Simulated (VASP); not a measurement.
# LiBr (Fm-3m) in VASP: further runs, part 3 of 3

VASP 6.6.1. The steps go on from the part before.

## (4) Single point, PBE

File INCAR:

```
SYSTEM = LiBr
PREC = Accurate ; ENCUT = 750
EDIFF = 1E-6 ; ISMEAR = 0
SIGMA = 0.01 ; LREAL = .FALSE.
LASPH = .TRUE. ; NELM = 120
ALGO = Normal ; ISIF = 2
LWAVE = .FALSE. ; LCHARG = .FALSE.
GGA = PE ; NBANDS = 12
GGA_COMPAT = .FALSE.
```

File KPOINTS:

```
Automatic mesh
0
G
  8 8 8
  0 0 0
```

File POSCAR:

```
LiBr
1.0
    0.0000000000      2.7395851561      2.7395851561
    2.7395851561      0.0000000000      2.7395851561
    2.7395851561      2.7395851561      0.0000000000
Li Br
1 1
Direct
    0.0000000000      0.0000000000      0.0000000000
    0.5000000000      0.5000000000      0.5000000000
```

Potentials or basis: VASP PAW PBE potentials, release 64 (Li_sv, Br).

Started as:

```bash
cat potpaw_PBE.64/Li_sv/POTCAR potpaw_PBE.64/Br/POTCAR > POTCAR
mpirun -np 1 vasp_std > vasp.out
```

OUTCAR:

```text
SYSTEM = LiBr
   PREC = Accurate
   ENCUT = 750
   EDIFF = 1E-6
   ISMEAR = 0
   LREAL = .FALSE.
   LASPH = .TRUE.
   NELM = 120
   ISIF = 2
   GGA = PE

 ion  position               nearest neighbor table
   1  0.000  0.000  0.000-
   2  0.500  0.500  0.500-

  LATTYP: Found a face centered cubic cell.
 ALAT       =     5.4791703122

  Lattice vectors:

 A1 = (   0.0000000000,   2.7395851561,   2.7395851561)
 A2 = (   2.7395851561,   0.0000000000,   2.7395851561)
 A3 = (   2.7395851561,   2.7395851561,   0.0000000000)

Analysis of symmetry for initial positions (statically):
=====================================================================
 Subroutine PRICEL returns:
 Original cell was already a primitive cell.

 Routine SETGRP: Setting up the symmetry group for a
 face centered cubic supercell.

 Subroutine GETGRP returns: Found 48 space group operations
 (whereof 48 operations were pure point group operations)
 out of a pool of 48 trial point group operations.

The static configuration has the point symmetry O_h .

Analysis of symmetry for dynamics (positions and initial velocities):
=====================================================================
 Subroutine PRICEL returns:
 Original cell was already a primitive cell.

 Routine SETGRP: Setting up the symmetry group for a
 face centered cubic supercell.

 Subroutine GETGRP returns: Found 48 space group operations
 (whereof 48 operations were pure point group operations)
 out of a pool of 48 trial point group operations.

The dynamic configuration has the point symmetry O_h .

 Subroutine INISYM returns: Found 48 space group operations
 (whereof 48 operations are pure point group operations),
 and found     1 'primitive' translations

----------------------------------------------------------------------------------------

                                     Primitive cell

[... 117 lines left out ...]
   AEXX    =    0.0000 exact exchange contribution
   IVDW    =     0    specifies the selected vdW correction
   LEPSILON=     F    determine dielectric tensor
   LRPA    =     F    only Hartree local field effects (RPA)
 non-spin polarized calculation
 Gauss-broadening in eV      SIGMA  =   0.01
  energy-cutoff  :      750.00
  volume of cell :       41.12
 maximum number of plane-waves:      1936
   NGX = 17   NGY = 17   NGZ = 17

 number of electron      10.0000001 magnetization

 Free energy of the ion-electron system (eV)
  ---------------------------------------------------
  ext. energy  EPLUGINS =         0.00000000
  ---------------------------------------------------
  free energy    TOTEN  =        -6.64056492 eV

  energy without entropy =       -6.64056492  energy(sigma->0) =       -6.64056492

 E-fermi :   0.5088     XC(G=0):  -8.4758

 val. band max:        0.3956679635   @ k =   0.0000   0.0000   0.0000
 cond. band min:       5.3902429679   @ k =   0.0000   0.0000   0.0000
 fundamental gap:      4.9945750044
 Fermi energy:         0.5087625837

 k-point     1 :       0.0000    0.0000    0.0000
  band No.  band energies     occupation
      1     -43.9832      2.00000
      2     -13.0775      2.00000
      3       0.3957      2.00000
      4       0.3957      2.00000
      5       0.3957      2.00000
      6       5.3902      0.00000
      7      10.9058      0.00000
      8      10.9058      0.00000
      9      10.9058      0.00000
     10      12.6903      0.00000
     11      12.6903      0.00000
     12      12.6903      0.00000
[... 331 lines left out ...]
 k-point    24 :      -0.3750    0.2500    0.1250
  band No.  band energies     occupation
      1     -43.9820      2.00000
      2     -12.4979      2.00000
      3      -2.2475      2.00000
      4      -0.9721      2.00000
      5      -0.2242      2.00000
      6       7.4714      0.00000
      7       8.2937      0.00000
      8       9.6353      0.00000
      9      11.1443      0.00000
     10      14.0020      0.00000
     11      14.4194      0.00000
     12      17.0362      0.00000

 [... further k-points ...]

------------------------ aborting loop because EDIFF is reached ----------------------------------------

  FORCE on cell =-STRESS in cart. coord.  units (eV):
  Direction    XX          YY          ZZ          XY          YZ          ZX
  --------------------------------------------------------------------------------------
  -------------------------------------------------------------------------------------
  Total        0.1057067      0.1057067      0.1057067     -0.0000000      0.0000000      0.0000000
  in kB        4.1184018      4.1184018      4.1184018     -0.0000000      0.0000000      0.0000000
  external PRESSURE =       4.1184018 kB  Pullay stress =       0.0000000 kB

 VOLUME and BASIS-vectors are now :
 -----------------------------------------------------------------------------
  energy-cutoff  :      750.00
  volume of cell :       41.12
      direct lattice vectors                 reciprocal lattice vectors
     0.000000000  2.739585156  2.739585156    -0.182509384  0.182509384  0.182509384
     2.739585156  0.000000000  2.739585156     0.182509384 -0.182509384  0.182509384
     2.739585156  2.739585156  0.000000000     0.182509384  0.182509384 -0.182509384

 POSITION                                       TOTAL-FORCE (eV/Angst)
 -----------------------------------------------------------------------------------
      0.00000      0.00000      0.00000        -0.000000     -0.000000      0.000000
      2.73959      2.73959      2.73959         0.000000      0.000000     -0.000000
 -----------------------------------------------------------------------------------
    total drift:                                0.000000      0.000000      0.000000

  FREE ENERGIE OF THE ION-ELECTRON SYSTEM (eV)
  ---------------------------------------------------
  free  energy   TOTEN  =        -6.6405649174 eV

  energy  without entropy=       -6.6405649174  energy(sigma->0) =       -6.64056492
```

OSZICAR:

```text
N       E                     dE             d eps       ncg     rms          rms(c)
DAV:   1     0.486718116033E+02    0.48672E+02   -0.47767E+03   696   0.967E+02
DAV:   2    -0.329287462579E+01   -0.51965E+02   -0.49364E+02   872   0.147E+02
DAV:   3    -0.656093389002E+01   -0.32681E+01   -0.32566E+01   880   0.397E+01
DAV:   4    -0.666734009253E+01   -0.10641E+00   -0.10637E+00   996   0.675E+00
DAV:   5    -0.666794305845E+01   -0.60297E-03   -0.60296E-03   860   0.567E-01    0.197E+00
DAV:   6    -0.663586761630E+01    0.32075E-01   -0.61630E-02   888   0.115E+00    0.121E+00
DAV:   7    -0.663820526803E+01   -0.23377E-02   -0.38008E-02   976   0.104E+00    0.438E-01
DAV:   8    -0.664053684258E+01   -0.23316E-02   -0.41830E-03   812   0.431E-01    0.666E-02
DAV:   9    -0.664053052516E+01    0.63174E-05   -0.99654E-05   832   0.729E-02    0.246E-02
DAV:  10    -0.664056383442E+01   -0.33309E-04   -0.51098E-05   828   0.471E-02    0.129E-02
DAV:  11    -0.664056500319E+01   -0.11688E-05   -0.45759E-06   920   0.124E-02    0.415E-03
DAV:  12    -0.664056491743E+01    0.85756E-07   -0.24872E-07   616   0.355E-03
   1 F= -.66405649E+01 E0= -.66405649E+01  d E =-.935992E-60
```

stdout:

```text
POSCAR found type information on POSCAR LiBr
 POSCAR found :  2 types and       2 ions
 scaLAPACK will be used
 LDA part: xc-table for (Slater+PW92), standard interpolation
 POSCAR, INCAR and KPOINTS ok, starting setup
 FFT: planning ... GRIDC
 FFT: planning ... GRID_SOFT
 FFT: planning ... GRID
 WAVECAR not read
 entering main loop
```

Wall time 28 s (1 thread of Intel Xeon Platinum 8175M at 2.50GHz (Skylake/Cascade Lake), shared host); peak memory 0.21 GiB.

What came out:

```
Free energy            : -6.6406 eV
Pressure               : 0.4 GPa
Band gap on the k mesh : 4.99 eV
```

## (5) Single point, r2SCAN

POSCAR is that of step 4.

File INCAR.step1:

```
SYSTEM = LiBr
PREC = Accurate
ENCUT = 830
ISMEAR = 0
SIGMA = 0.01
LREAL = .FALSE.
LASPH = .TRUE.
NELM = 120
NBANDS = 12
GGA = PE
ALGO = Normal
EDIFF = 1E-5
LWAVE = .TRUE.
LCHARG = .FALSE.
GGA_COMPAT = .FALSE.
```

File INCAR.step2:

```
SYSTEM = LiBr
PREC = Accurate
ENCUT = 830
EDIFF = 1E-6
ISMEAR = 0
SIGMA = 0.01
LREAL = .FALSE.
LASPH = .TRUE.
NELM = 120
ALGO = Normal
ISIF = 2
LWAVE = .FALSE.
LCHARG = .FALSE.
METAGGA = R2SCAN
LMIXTAU = .TRUE.
NBANDS = 12
ISTART = 1
GGA_COMPAT = .FALSE.
```

File KPOINTS:

```
regular mesh
0
G
  6 6 6
  0 0 0
```

Started as:

```bash
cat potpaw_PBE.64/Li_sv/POTCAR potpaw_PBE.64/Br/POTCAR > POTCAR
cp INCAR.step1 INCAR
mpirun -np 1 vasp_std > vasp.out
cp INCAR.step2 INCAR
mpirun -np 1 vasp_std > vasp.out
```

It took 98 s on 1 thread of Intel Xeon Platinum 8175M at 2.50GHz (Skylake/Cascade Lake), shared host; peak memory 0.22 GiB.

The run converged. Its results:

```yaml
Free_energy: -19.1510 eV
Pressure: -0.4 GPa
Band_gap_on_the_k_mesh: 5.93 eV
```

Levels at points of the mesh, in eV from the valence-band top:
| k point | band 3 | band 4 | band 5 | band 6 | band 7 | band 8 |
| --- | --- | --- | --- | --- | --- | --- |
| (0.00, 0.00, 0.00) | 0.00 | 0.00 | 0.00 | 5.93 | 11.23 | 11.23 |
| (0.50, 0.00, 0.00) | -2.94 | -0.28 | -0.28 | 6.40 | 8.89 | 8.89 |
| (0.50, 0.50, 0.00) | -2.96 | -1.18 | -1.18 | 7.11 | 7.73 | 12.82 |

Caveat: the PAW data sets were made with another functional, which shifts forces and pressure a little. A k mesh can miss the band edges.

## (6) Summary

| level | k mesh | cutoff (eV) | gap on the mesh (eV) | pressure (GPa) |
| --- | --- | --- | --- | --- |
| PBE | 6 × 6 × 6 | 750 | 4.99 | 0.4 |
| PBE | 8 × 8 × 8 | 750 | 4.99 | 0.4 |
| r2SCAN | 6 × 6 × 6 | 830 | 5.93 | -0.4 |

Alike in all rows: task single point; potentials or basis VASP PAW PBE potentials, release 64 (Li_sv, Br); no spin polarisation; cell as given; smearing gaussian 0.01 eV.

On the cell as given the gap runs from 4.99 eV (PBE) to 5.93 eV (r2SCAN); the meshes differ, which moves gaps too. The pressure there spans -0.4 GPa (r2SCAN) to 0.4 GPa (PBE); a positive pressure means that this level wants a larger cell, a negative one a smaller.

Caveats: the PAW data sets were made with another functional, which shifts forces and pressure a little (at least some runs).

Absolute energies hang on the potentials; compare differences alone.
